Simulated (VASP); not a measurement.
# AgCl (Fm-3m) in VASP: a series of runs

Runs on AgCl. Level: PBEsol. Tasks: single point.

All numbers are computed with VASP 6.6.1; they aren't measurements. Logs are shortened: lines on timing, memory, paths and dates and some standing lists are left out, and cuts for length are marked.

## 1. The cell of the first run

Symmetry: Fm-3m, No. 225, cubic system. The conventional cell has a = 5.148 Å, b = 5.148 Å, c = 5.148 Å, α = 90.00°, β = 90.00°, γ = 90.00°. Within 3.4 Å of Ag (site symmetry m-3m) lie 6 Cl at 2.57 Å. Within 3.4 Å of Cl (site symmetry m-3m) lie 6 Ag at 2.57 Å.

## 2. Single point, PBEsol

Input file INCAR:

```
SYSTEM = AgCl
PREC = Accurate ; ENCUT = 520
EDIFF = 1E-6 ; ISMEAR = 0
SIGMA = 0.01 ; LREAL = .FALSE.
LASPH = .TRUE. ; NELM = 80
ALGO = Normal ; ISIF = 2
LWAVE = .FALSE. ; LCHARG = .FALSE.
GGA = PS ; NBANDS = 16
```

Input file KPOINTS:

```
regular mesh
0
G
  8 8 8
  0 0 0
```

Input file POSCAR:

```
AgCl
1.0
    0.0000000000      2.5740853831      2.5740853831
    2.5740853831      0.0000000000      2.5740853831
    2.5740853831      2.5740853831      0.0000000000
Ag Cl
1 1
Direct
    0.0000000000      0.0000000000      0.0000000000
    0.5000000000      0.5000000000      0.5000000000
```

Potentials or basis: VASP PAW PBE potentials, release 64 (Ag, Cl).

On the command line:

```
$ cat potpaw_PBE.64/Ag/POTCAR potpaw_PBE.64/Cl/POTCAR > POTCAR
$ mpirun -np 1 vasp_std > vasp.out
```

OUTCAR:

```text
SYSTEM = AgCl
   PREC = Accurate
   ENCUT = 520
   EDIFF = 1E-6
   ISMEAR = 0
   LREAL = .FALSE.
   LASPH = .TRUE.
   NELM = 80
   ISIF = 2
   GGA = PS

 ion  position               nearest neighbor table
   1  0.000  0.000  0.000-   2 2.57   2 2.57   2 2.57   2 2.57   2 2.57   2 2.57
   2  0.500  0.500  0.500-   1 2.57   1 2.57   1 2.57   1 2.57   1 2.57   1 2.57

  LATTYP: Found a face centered cubic cell.
 ALAT       =     5.1481707662

  Lattice vectors:

 A1 = (   0.0000000000,   2.5740853831,   2.5740853831)
 A2 = (   2.5740853831,   0.0000000000,   2.5740853831)
 A3 = (   2.5740853831,   2.5740853831,   0.0000000000)

Analysis of symmetry for initial positions (statically):
=====================================================================
 Subroutine PRICEL returns:
 Original cell was already a primitive cell.

 Routine SETGRP: Setting up the symmetry group for a
 face centered cubic supercell.

 Subroutine GETGRP returns: Found 48 space group operations
 (whereof 48 operations were pure point group operations)
 out of a pool of 48 trial point group operations.

The static configuration has the point symmetry O_h .

Analysis of symmetry for dynamics (positions and initial velocities):
=====================================================================
 Subroutine PRICEL returns:
 Original cell was already a primitive cell.

 Routine SETGRP: Setting up the symmetry group for a
 face centered cubic supercell.

 Subroutine GETGRP returns: Found 48 space group operations
 (whereof 48 operations were pure point group operations)
 out of a pool of 48 trial point group operations.

The dynamic configuration has the point symmetry O_h .

 Subroutine INISYM returns: Found 48 space group operations
 (whereof 48 operations are pure point group operations),
 and found     1 'primitive' translations

----------------------------------------------------------------------------------------

                                     Primitive cell

  volume of cell :      34.1113

  direct lattice vectors                    reciprocal lattice vectors
     0.000000000  2.574085383  2.574085383    -0.194243751  0.194243751  0.194243751
     2.574085383  0.000000000  2.574085383     0.194243751 -0.194243751  0.194243751
     2.574085383  2.574085383  0.000000000     0.194243751  0.194243751 -0.194243751

  length of vectors
     3.640306459  3.640306459  3.640306459     0.336440046  0.336440046  0.336440046

  position of ions in fractional coordinates (direct lattice)
     0.000000000  0.000000000  0.000000000
     0.500000000  0.500000000  0.500000000

  ion indices of the primitive-cell ions
   primitive index   ion index
                 1           1
                 2           2

----------------------------------------------------------------------------------------

 KPOINTS: regular mesh

Automatic generation of k-mesh.
 Grid dimensions read from file:
 generate k-points for:    8    8    8

 Generating k-lattice:

  Cartesian coordinates                     Fractional coordinates (reciprocal lattice)
    -0.024280469  0.024280469  0.024280469     0.125000000  0.000000000  0.000000000
     0.024280469 -0.024280469  0.024280469     0.000000000  0.125000000  0.000000000
     0.024280469  0.024280469 -0.024280469     0.000000000  0.000000000  0.125000000

  Length of vectors
     0.042055006  0.042055006  0.042055006

  Shift w.r.t. Gamma in fractional coordinates (k-lattice)
     0.000000000  0.000000000  0.000000000

 Subroutine IBZKPT returns following result:
 ===========================================

 Found     29 irreducible k-points:

 Following reciprocal coordinates:
            Coordinates               Weight
  0.000000  0.000000  0.000000      1.000000
  0.125000  0.000000  0.000000      8.000000
  0.250000  0.000000  0.000000      8.000000
  0.375000  0.000000  0.000000      8.000000
  0.500000  0.000000  0.000000      4.000000
  0.125000  0.125000  0.000000      6.000000
[... 16 lines left out ...]
  0.500000  0.250000  0.125000     48.000000
 -0.375000  0.250000  0.125000     24.000000
 [... further k-points ...]
   k-points           NKPTS =     29   k-points in BZ     NKDIM =     29   number of bands    NBANDS=     16
   number of dos      NEDOS =    301   number of ions     NIONS =      2
   total plane-waves  NPLWV =  21952
   dimension x,y,z NGX =    28 NGY =   28 NGZ =   28
   dimension x,y,z NGXF=    56 NGYF=   56 NGZF=   56
   ions per type =               1   1
   NGX,Y,Z   is equivalent  to a cutoff of  12.79, 12.79, 12.79 a.u.
   NGXF,Y,Z  is equivalent  to a cutoff of  25.57, 25.57, 25.57 a.u.
 SYSTEM =  AgCl
   PREC   = accura    normal or accurate (medium, high low for compatibility)
   ISTART =      0    job   : 0-new  1-cont  2-samecut
   ICHARG =      2    charge: 1-file 2-atom 10-const
   ISPIN  =      1    spin polarized calculation?
   LNONCOLLINEAR =      F non collinear calculations
   LSORBIT =      F    spin-orbit coupling
   LASPH  =      T    aspherical Exc in radial PAW
   ENCUT  =  520.0 eV  38.22 Ry    6.18 a.u.   6.77  6.77  6.77*2*pi/ulx,y,z
   NELM   =     80;   NELMIN=  2; NELMDL= -5     # of ELM steps
   EDIFF  = 0.1E-05   stopping-criterion for ELM
   LREAL  =      F    real-space projection
   EDIFFG = 0.1E-04   stopping-criterion for IOM
   NSW    =      0    number of steps for IOM
   IBRION =     -1    ionic relax: 0-MD 1-quasi-New 2-CG
   NFREE  =      0    steps in history (QN), initial steepest desc. (CG)
   ISIF   =      2    stress and relaxation
   ISYM   =      2    0-nonsym 1-usesym 2-fastsym
   POTIM  = 0.5000    time-step for ionic-motion
   TEBEG  =    0.0;   TEEND  =   0.0 temperature during run
   PSTRESS=    0.0 pullay stress
   NELECT =      18.0000    total number of electrons
   NUPDOWN=      -1.0000    fix difference up-down
   EMIN   =  10.00;   EMAX   =-10.00  energy-range for DOS
   EFERMI =   0.00;   METHOD = LEGACY
   ISMEAR =     0;   SIGMA  =   0.01  broadening in eV -4-tet -1-fermi 0-gaus
   EFERMI_NEDOS =   21; number of points for ismear=-14 and -15
   IALGO  =     38    algorithm
   IMIX   =      4    mixing-type and parameters
     AMIX     =   0.40;   BMIX     =  1.00
     AMIX_MAG =   1.60;   BMIX_MAG =  1.00
  volume/ion in A,a.u.               =      17.06       115.10
  Fermi-wavevector in a.u.,A,eV,Ry     =   1.322917  2.499951 23.811697  1.750110
  Thomas-Fermi vector in A             =   2.452563
   LORBIT       =      0    0 simple, 1 ext, 2 COOP (PROOUT), +10 PAW based schemes
   GGA     = PS    functional components
   LHFCALC =     F    Hartree Fock is set to
   AEXX    =    0.0000 exact exchange contribution
   IVDW    =     0    specifies the selected vdW correction
   LEPSILON=     F    determine dielectric tensor
   LRPA    =     F    only Hartree local field effects (RPA)
 non-spin polarized calculation
 Gauss-broadening in eV      SIGMA  =   0.01
  energy-cutoff  :      520.00
  volume of cell :       34.11
 maximum number of plane-waves:       941
   NGX = 13   NGY = 13   NGZ = 13

 number of electron      18.0000005 magnetization

 Free energy of the ion-electron system (eV)
  ---------------------------------------------------
  ext. energy  EPLUGINS =         0.00000000
  ---------------------------------------------------
  free energy    TOTEN  =        -5.81427008 eV

  energy without entropy =       -5.81427008  energy(sigma->0) =       -5.81427008

 E-fermi :   6.9672     XC(G=0): -11.4200

 val. band max:        6.9260259738   @ k =   0.5000   0.0000   0.0000
 cond. band min:       7.7288126797   @ k =   0.0000   0.0000   0.0000
 fundamental gap:      0.8027867060
 Fermi energy:         6.9672281033

 k-point     1 :       0.0000    0.0000    0.0000
  band No.  band energies     occupation
      1      -9.9662      2.00000
      2       3.2819      2.00000
      3       3.2819      2.00000
      4       3.2819      2.00000
      5       3.3420      2.00000
      6       3.3420      2.00000
[... 8 lines left out ...]
     15      21.2076      0.00000
     16      21.2076      0.00000

 k-point     2 :       0.1250    0.0000    0.0000
  band No.  band energies     occupation
      1      -9.8575      2.00000
      2       2.3860      2.00000
      3       2.4520      2.00000
      4       2.4520      2.00000
      5       3.3751      2.00000
      6       3.3751      2.00000
[... 8 lines left out ...]
     15      19.3422      0.00000
     16      19.6593      0.00000

 k-point     3 :       0.2500    0.0000    0.0000
  band No.  band energies     occupation
      1      -9.5764      2.00000
      2       0.9964      2.00000
      3       1.6777      2.00000
      4       1.6777      2.00000
      5       3.5938      2.00000
      6       3.5938      2.00000
[... 8 lines left out ...]
     15      19.2117      0.00000
     16      20.0269      0.00000

 k-point     4 :       0.3750    0.0000    0.0000
  band No.  band energies     occupation
      1      -9.2627      2.00000
      2      -0.0930      2.00000
      3       1.1884      2.00000
      4       1.1884      2.00000
      5       3.8276      2.00000
      6       3.8276      2.00000
[... 8 lines left out ...]
     15      19.9431      0.00000
     16      20.4139      0.00000
[... 324 lines left out ...]
 k-point    22 :       0.3750    0.2500    0.1250
  band No.  band energies     occupation
      1      -9.4079      2.00000
      2       0.4705      2.00000
      3       1.5804      2.00000
      4       1.9756      2.00000
      5       3.4400      2.00000
      6       3.7889      2.00000
[... 8 lines left out ...]
     15      21.3329      0.00000
     16      23.1734      0.00000

 k-point    23 :       0.5000    0.2500    0.1250
  band No.  band energies     occupation
      1      -9.1879      2.00000
      2       0.1498      2.00000
      3       1.1764      2.00000
      4       1.4560      2.00000
      5       3.6532      2.00000
      6       3.9424      2.00000
[... 8 lines left out ...]
     15      21.5424      0.00000
     16      23.0761      0.00000

 k-point    24 :      -0.3750    0.2500    0.1250
  band No.  band energies     occupation
      1      -9.0920      2.00000
      2       0.0383      2.00000
      3       1.0653      2.00000
      4       1.1764      2.00000
      5       3.8224      2.00000
      6       3.9229      2.00000
[... 8 lines left out ...]
     15      20.9880      0.00000
     16      22.5856      0.00000

 [... further k-points ...]

------------------------ aborting loop because EDIFF is reached ----------------------------------------

  FORCE on cell =-STRESS in cart. coord.  units (eV):
  Direction    XX          YY          ZZ          XY          YZ          ZX
  --------------------------------------------------------------------------------------
  -------------------------------------------------------------------------------------
  Total        3.1713756      3.1713756      3.1713756      0.0000000      0.0000000      0.0000000
  in kB      148.9564873    148.9564873    148.9564873      0.0000000      0.0000000      0.0000000
  external PRESSURE =     148.9564873 kB  Pullay stress =       0.0000000 kB

 VOLUME and BASIS-vectors are now :
 -----------------------------------------------------------------------------
  energy-cutoff  :      520.00
  volume of cell :       34.11
      direct lattice vectors                 reciprocal lattice vectors
     0.000000000  2.574085383  2.574085383    -0.194243751  0.194243751  0.194243751
     2.574085383  0.000000000  2.574085383     0.194243751 -0.194243751  0.194243751
     2.574085383  2.574085383  0.000000000     0.194243751  0.194243751 -0.194243751

 POSITION                                       TOTAL-FORCE (eV/Angst)
 -----------------------------------------------------------------------------------
      0.00000      0.00000      0.00000         0.000000      0.000000      0.000000
      2.57409      2.57409      2.57409        -0.000000     -0.000000     -0.000000
 -----------------------------------------------------------------------------------
    total drift:                                0.000000      0.000000      0.000000

  FREE ENERGIE OF THE ION-ELECTRON SYSTEM (eV)
  ---------------------------------------------------
  free  energy   TOTEN  =        -5.8142700840 eV

  energy  without entropy=       -5.8142700840  energy(sigma->0) =       -5.81427008
```

It took 20 s on 1 thread of Intel Xeon 8259CL, shared host; peak memory 0.16 GiB.

Results:

```yaml
Free_energy: -5.8143 eV
Pressure: 14.9 GPa
Band_gap_on_the_k_mesh: 0.80 eV (least direct gap 3.31 eV)
```

Caveat: the cell stands under pressure; the PAW data sets were made with another functional, which shifts forces and pressure a little. A k mesh can miss the band edges.

[end of part 1 of 2]
